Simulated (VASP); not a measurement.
# AlN: single point with r2SCAN

The system is AlN.

```
Al N
1.0
     3.06491    0.00000    0.00000
    -1.53246    2.65429    0.00000
     0.00000    0.00000    4.89574
Al N
2 2
Direct
  0.33333 0.66667 0.99873
  0.66667 0.33333 0.49873
  0.33333 0.66667 0.38127
  0.66667 0.33333 0.88127
```

```
Program             : VASP 6.6.1
Task                : single point
Functional          : r2SCAN
Potentials or basis : VASP PAW PBE potentials, release 64 (Al, N)
Cutoff              : 520 eV
k mesh              : 8 × 8 × 4
Occupations         : gaussian, width 0.01 eV
Spin                : no spin polarisation
```

| Quantity | Value |
| --- | --- |
| Pressure | 9.7 GPa |
| Band gap on the k mesh | 5.31 eV, direct |

Levels at points of the mesh, in eV from the valence-band top:
| k point | band 4 | band 5 | band 6 | band 7 | band 8 | band 9 | band 10 | band 11 | band 12 | band 13 |
| --- | --- | --- | --- | --- | --- | --- | --- | --- | --- | --- |
| (0.00, 0.00, 0.00) | -0.95 | -0.95 | -0.27 | -0.27 | 0.00 | 5.31 | 7.89 | 12.00 | 12.31 | 12.31 |
| (0.50, 0.00, 0.00) | -4.35 | -3.52 | -2.24 | -1.85 | -0.75 | 6.56 | 6.69 | 9.43 | 11.57 | 11.95 |
| (0.00, 0.00, 0.50) | -3.46 | -0.62 | -0.62 | -0.62 | -0.62 | 7.63 | 7.63 | 11.69 | 11.69 | 12.63 |
| (0.50, 0.00, 0.50) | -5.87 | -1.58 | -1.58 | -1.44 | -1.44 | 6.15 | 6.15 | 10.41 | 10.41 | 13.48 |

Run time: 51 s on 1 thread of Intel(R) Xeon(R) Platinum 8375C CPU @ 2.90GHz (Ice Lake), on a shared host, peak memory 0.16 GiB.

Caveat: the PAW data sets were made with another functional, which shifts forces and pressure a little. r2SCAN opens gaps a little over a GGA but as a rule still falls short of measured ones.
